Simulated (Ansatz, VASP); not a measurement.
## Co: VASP beside Ansatz

The input INCAR:

```
  PREC = Accurate
  ENCUT = 520
  EDIFF = 1E-7
  ISMEAR = -1
  SIGMA = 0.08
  LREAL = False
  LASPH = True
  NELM = 60
  ALGO = Normal
  ISIF = 2
  LWAVE = False
  LCHARG = False
  GGA = PE
  NBANDS = 16
```

The input KPOINTS:

```
Automatic mesh
0
Gamma
  15 15 8
```

Contents of POSCAR:

```
Co
1.0
    2.4873648738      0.0000000000      0.0000000000
   -1.2436824369      2.1541211692      0.0000000000
    0.0000000000      0.0000000000      4.0632895034
Co
2
Direct
    0.6666666667      0.3333333333      0.2598610000
    0.3333333333      0.6666666667      0.7401390000
```

Input for Ansatz:

```yaml
crystal:
  lattice:
    - [2.4873648738, 0.0, 0.0]
    - [-1.2436824369, 2.1541211692, 0.0]
    - [0.0, 0.0, 4.0632895034]
  atoms:
    - { symbol: Co, position: [0.6666666667, 0.3333333333, 0.259861] }
    - { symbol: Co, position: [0.3333333333, 0.6666666667, 0.740139] }
kpoints:
  mp_grid: { grid: [15, 15, 8] }
scf:
  occupations: { method: fermi_dirac, width: 0.08 }
  lower_state_search: "off"
hamiltonian:
  xc: pbe
  pseudopotentials: { kind: paw }
output:
  forces: true
  stress: true
  eigenvalues: true
  populations: true
  dos: { projected: true, de: 0.1, e_range: [-8, 5] }
```

Alike in both runs: task single point; functional PBE; k mesh 15 × 15 × 8; occupations fermi-dirac, width 0.08 eV; no spin polarisation.

```csv
,VASP,Ansatz
version,VASP 6.6.1,Ansatz 0.2.0
potentials or method,"VASP PAW PBE potentials, release 64 (Co)","PAW with Ansatz's default frozen-core files, scalar-relativistic"
plane-wave cutoff (eV),520,420
valence electrons in the cell,18,34
```

```tsv
	VASP	Ansatz	Ansatz less VASP
pressure (GPa)	-10.9	-10.5	+0.45
traceless stress, the component that is largest in VASP (GPa)	-1.94	-1.94	+0.003
rms of the force components (eV/Å)	0.329	0.339	+0.0096
```

Atom by atom the forces differ by 0.010 eV/Å (rms over components). VASP's potentials hold 18 valence electrons a cell and Ansatz's 34, so a difference there can come from the potentials and not from the codes.
